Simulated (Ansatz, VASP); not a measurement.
## One calculation of Hf, two programs

```xyz
2
Lattice="3.2000 0.0000 0.0000 -1.6000 2.7713 0.0000 0.0000 0.0000 5.0624" Properties=species:S:1:pos:R:3 pbc="T T T"
Hf    0.0000    1.8475    3.7968
Hf    1.6000    0.9238    1.2656
```

Alike in both runs: task single point; functional PBEsol; k mesh 6 × 6 × 4; occupations gaussian, width 0.1 eV; no spin polarisation.

|  | VASP | Ansatz |
| --- | --- | --- |
| version | VASP 6.6.1 | Ansatz 0.2.0 |
| potentials or method | VASP PAW PBE potentials, release 64 (Hf_pv), cutoff 500 eV | scalar-relativistic, plane waves, PAW |
| valence electrons in the cell | 20 | 52 |

```tsv
	VASP	Ansatz	Ansatz less VASP
gap on the k mesh at the Fermi level (eV)	none	none	-
pressure (GPa)	-4.2	-3.9	+0.36
traceless stress, the component that is largest in VASP (GPa)	0.43	0.49	+0.063
```

VASP's potentials were made for PBE, not for PBEsol. A gap of «none» marks a metal or a gap that the smearing closes. VASP's potentials hold 20 valence electrons a cell and Ansatz's 52, so a difference there can come from the potentials and not from the codes.

The k mesh is coarse, so the values compare programs but aren't converged. Neither program's run includes spin-orbit coupling.
